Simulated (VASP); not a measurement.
# Ge2Sb2Te (P-3m1) in VASP: relaxation of cell and atoms with PBE

Aim: the relaxation of cell and atoms of Ge2Sb2Te with PBE.

Everything below comes from runs of VASP 6.6.1. Logs are shortened: lines on timing, memory, paths and dates and some standing lists are left out, and cuts for length are marked.

## Step 1: The cell of the first run

It takes space group P-3m1 (No. 164, trigonal). Conventional cell: a = 4.092 Å, b = 4.092 Å, c = 9.191 Å, α = 90.00°, β = 90.00°, γ = 120.00°. Within 3.8 Å of Ge (site symmetry 3m) lie 4 Sb at 2.92 to 3.79 Å and 3 Te at 3.00 Å. Within 3.8 Å of Sb (site symmetry 3m) lie 4 Ge at 2.92 to 3.79 Å and 3 Sb at 3.15 Å. Within 3.9 Å of Te (site symmetry -3m) lie 6 Ge at 3.00 Å.

The cell was built from a structure type or drawn by symmetry, and may not be a known phase.

## Step 2: Relaxation of cell and atoms, PBE

Contents of INCAR:

```
  PREC = Accurate
  ENCUT = 600
  EDIFF = 1E-7
  ISMEAR = 0
  SIGMA = 0.1
  LREAL = F
  LASPH = T
  NELM = 60
  ALGO = Normal
  ISIF = 3
  LWAVE = F
  LCHARG = F
  GGA = PE
  IBRION = 2
  NSW = 100
  EDIFFG = -0.01
```

Contents of KPOINTS:

```
regular mesh
0
Gamma
  12 12 4
```

Contents of POSCAR:

```
Ge2Sb2Te
1.0
    4.0923435462      0.0000000000      0.0000000000
   -2.0461717731      3.5440734720      0.0000000000
    0.0000000000      0.0000000000      9.1908890129
Ge Sb Te
2 2 1
Direct
    0.6666666667      0.3333333333      0.7995480010
    0.3333333333      0.6666666667      0.2004519990
    0.6666666667      0.3333333333      0.3870084210
    0.3333333333      0.6666666667      0.6129915790
    0.0000000000      0.0000000000      0.0000000000
```

Potentials or basis: VASP PAW PBE potentials, release 64 (Ge_d, Sb, Te).

Run with:

```
$ cat potpaw_PBE.64/Ge_d/POTCAR potpaw_PBE.64/Sb/POTCAR potpaw_PBE.64/Te/POTCAR > POTCAR
$ mpirun -np 1 vasp_std > vasp.out
```

OUTCAR:

```text
PREC = Accurate
   ENCUT = 600
   EDIFF = 1E-7
   ISMEAR = 0
   LREAL = F
   LASPH = T
   NELM = 60
   ISIF = 3
   GGA = PE
   IBRION = 2
   NSW = 100
   EDIFFG = -0.01

 ion  position               nearest neighbor table
   1  0.667  0.333  0.800-   4 2.92   4 2.92   4 2.92   5 3.00   5 3.00   5 3.00
   2  0.333  0.667  0.200-   3 2.92   3 2.92   3 2.92   5 3.00   5 3.00   5 3.00
   3  0.667  0.333  0.387-   2 2.92   2 2.92   2 2.92   4 3.15   4 3.15   4 3.15
   4  0.333  0.667  0.613-   1 2.92   1 2.92   1 2.92   3 3.15   3 3.15   3 3.15
   5  0.000  0.000  0.000-   1 3.00   2 3.00   2 3.00   1 3.00   1 3.00   2 3.00

  LATTYP: Found a hexagonal cell.
 ALAT       =     4.0923435462
 C/A-ratio  =     2.2458742550

  Lattice vectors:

 A1 = (   4.0923435462,   0.0000000000,   0.0000000000)
 A2 = (  -2.0461717731,   3.5440734720,   0.0000000000)
 A3 = (   0.0000000000,   0.0000000000,   9.1908890129)

Analysis of symmetry for initial positions (statically):
=====================================================================
 Subroutine PRICEL returns:
 Original cell was already a primitive cell.

 Routine SETGRP: Setting up the symmetry group for a
 hexagonal supercell.

 Subroutine GETGRP returns: Found 12 space group operations
 (whereof 12 operations were pure point group operations)
 out of a pool of 24 trial point group operations.

The static configuration has the point symmetry D_3d.

Analysis of symmetry for dynamics (positions and initial velocities):
=====================================================================
 Subroutine PRICEL returns:
 Original cell was already a primitive cell.

 Routine SETGRP: Setting up the symmetry group for a
 hexagonal supercell.

 Subroutine GETGRP returns: Found 12 space group operations
 (whereof 12 operations were pure point group operations)
 out of a pool of 24 trial point group operations.

The dynamic configuration has the point symmetry D_3d.

 Subroutine INISYM returns: Found 12 space group operations
 (whereof 12 operations are pure point group operations),
 and found     1 'primitive' translations

----------------------------------------------------------------------------------------

                                     Primitive cell

  volume of cell :     133.3007

  direct lattice vectors                    reciprocal lattice vectors
     4.092343546  0.000000000  0.000000000     0.244358761  0.141080597  0.000000000
[... 102 lines left out ...]
   PSTRESS=    0.0 pullay stress
   NELECT =      44.0000    total number of electrons
   NUPDOWN=      -1.0000    fix difference up-down
   EMIN   =  10.00;   EMAX   =-10.00  energy-range for DOS
   EFERMI =   0.00;   METHOD = LEGACY
   ISMEAR =     0;   SIGMA  =   0.10  broadening in eV -4-tet -1-fermi 0-gaus
   EFERMI_NEDOS =   21; number of points for ismear=-14 and -15
   IALGO  =     38    algorithm
   IMIX   =      4    mixing-type and parameters
     AMIX     =   0.40;   BMIX     =  1.00
     AMIX_MAG =   1.60;   BMIX_MAG =  1.00
  volume/ion in A,a.u.               =      26.66       179.91
  Fermi-wavevector in a.u.,A,eV,Ry     =   1.131397  2.138030 17.416256  1.280059
  Thomas-Fermi vector in A             =   2.268096
   LORBIT       =      0    0 simple, 1 ext, 2 COOP (PROOUT), +10 PAW based schemes
   GGA     = PE    functional components
   LHFCALC =     F    Hartree Fock is set to
   AEXX    =    0.0000 exact exchange contribution
   IVDW    =     0    specifies the selected vdW correction
   LEPSILON=     F    determine dielectric tensor
   LRPA    =     F    only Hartree local field effects (RPA)
 conjugate gradient relaxation of ions
 non-spin polarized calculation
 Gauss-broadening in eV      SIGMA  =   0.10
  energy-cutoff  :      600.00
  volume of cell :      133.30
 maximum number of plane-waves:      4468
 NGX is ok and might be reduce to    36
   NGX = 17   NGY = 17   NGZ = 37

--------------------------------------- Ionic step        1  -------------------------------------------

 number of electron      44.0000016 magnetization

 Free energy of the ion-electron system (eV)
  ---------------------------------------------------
  ext. energy  EPLUGINS =         0.00000000
  ---------------------------------------------------
  free energy    TOTEN  =       -19.85721437 eV

  energy without entropy =      -19.84479839  energy(sigma->0) =      -19.85100638

------------------------ aborting loop because EDIFF is reached ----------------------------------------

  FORCE on cell =-STRESS in cart. coord.  units (eV):
  Direction    XX          YY          ZZ          XY          YZ          ZX
  --------------------------------------------------------------------------------------
  -------------------------------------------------------------------------------------
  Total        0.0027363      0.0027363     -0.3503405      0.0000000     -0.0000000      0.0000000
  in kB        0.0328884      0.0328884     -4.2108383      0.0000000     -0.0000000      0.0000000
  external PRESSURE =      -1.3816872 kB  Pullay stress =       0.0000000 kB
[... 299 lines left out ...]
--------------------------------------- Ionic step        9  -------------------------------------------

 number of electron      44.0000008 magnetization

 Free energy of the ion-electron system (eV)
  ---------------------------------------------------
  ext. energy  EPLUGINS =         0.00000000
  ---------------------------------------------------
  free energy    TOTEN  =       -19.86082236 eV

  energy without entropy =      -19.84739725  energy(sigma->0) =      -19.85410981

 E-fermi :   6.5290     XC(G=0):  -9.9188

 val. band max:        6.5202131284   @ k =   0.3333   0.0000   0.0000
 cond. band min:       6.5354853373   @ k =   0.3333   0.0833   0.0000
 fundamental gap:      0.0152722088
 Fermi energy:         6.5289629834

 k-point     1 :       0.0000    0.0000    0.0000
  band No.  band energies     occupation
      1     -18.1498      2.00000
      2     -18.1498      2.00000
      3     -18.1497      2.00000
      4     -18.1497      2.00000
      5     -18.1488      2.00000
      6     -18.1483      2.00000
[... 685 lines left out ...]
     25       8.5586      0.00000
     26       9.2684      0.00000

 [... further k-points ...]

------------------------ aborting loop because EDIFF is reached ----------------------------------------

  FORCE on cell =-STRESS in cart. coord.  units (eV):
  Direction    XX          YY          ZZ          XY          YZ          ZX
  --------------------------------------------------------------------------------------
  -------------------------------------------------------------------------------------
  Total       -0.0272830     -0.0272830     -0.0310458      0.0000000      0.0000000      0.0000000
  in kB       -0.3285166     -0.3285166     -0.3738249      0.0000000      0.0000000      0.0000000
  external PRESSURE =      -0.3436194 kB  Pullay stress =       0.0000000 kB
[... 20 lines left out ...]
  FREE ENERGIE OF THE ION-ELECTRON SYSTEM (eV)
  ---------------------------------------------------
  free  energy   TOTEN  =       -19.8608223642 eV

  energy  without entropy=      -19.8473972482  energy(sigma->0) =      -19.85410981

 reached required accuracy - stopping structural energy minimisation
```

Run time: 29 min. Hardware: 1 thread of Oxide Virtual Turin-like, shared host; peak memory 0.5 GiB.

Results:

- Free energy: -19.8608 eV
- Relaxed volume: 26.61 Å³/atom
- Relaxed cell: a = 4.103 Å, b = 4.103 Å, c = 9.128 Å, α = 90.00°, β = 90.00°, γ = 120.00°
- Space group after relaxing (to 0.1 Å): P-3m1 (No. 164)
- Energy gained by relaxing: 0.7 meV/atom
- Ionic steps: 9
- Pressure after relaxing: 0.0 GPa
- Largest force after relaxing: 0.004 eV/Å
- Band gap on the k mesh: zero (bands 22 and 23 overlap by 1.70 eV)

Forces on the atoms (eV/Å):
```
Ge   0.000  0.000 -0.004
Ge   0.000  0.000  0.004
Sb   0.000  0.000 -0.003
Sb   0.000  0.000  0.003
Te   0.000  0.000  0.000
```

The path:
| step | energy change (eV) | largest force (eV/Å) | pressure (GPa) | volume (Å³) |
| --- | --- | --- | --- | --- |
| 1 | 0.0000 | 0.0867 | -0.14 | 133.30 |
| 2 | -0.0015 | 0.0811 | 0.04 | 132.86 |
| 3 | -0.0016 | 0.0696 | 0.39 | 132.07 |
| 4 | -0.0019 | 0.0748 | 0.27 | 132.42 |
| 5 | -0.0028 | 0.0532 | 0.16 | 132.66 |
| 6 | -0.0034 | 0.0210 | 0.02 | 133.04 |
| 7 | -0.0034 | 0.0185 | -0.01 | 133.07 |
| 8 | -0.0035 | 0.0124 | -0.01 | 133.07 |
| 9 | -0.0036 | 0.0039 | -0.03 | 133.06 |

Final structure:
```cif
data_structure
_symmetry_space_group_name_H-M 'P 1'
_symmetry_Int_Tables_number 1
_cell_length_a 4.1027
_cell_length_b 4.1027
_cell_length_c 9.1282
_cell_angle_alpha 90.000
_cell_angle_beta 90.000
_cell_angle_gamma 120.000
_cell_volume 133.06
loop_
_atom_site_label
_atom_site_type_symbol
_atom_site_fract_x
_atom_site_fract_y
_atom_site_fract_z
_atom_site_occupancy
Ge1 Ge 0.66667 0.33333 0.79872 1
Ge2 Ge 0.33333 0.66667 0.20128 1
Sb1 Sb 0.66667 0.33333 0.38440 1
Sb2 Sb 0.33333 0.66667 0.61560 1
Te1 Te 0.00000 0.00000 0.00000 1
```

Caveat: spin-orbit coupling is left out, which moves the levels of the heavy elements.
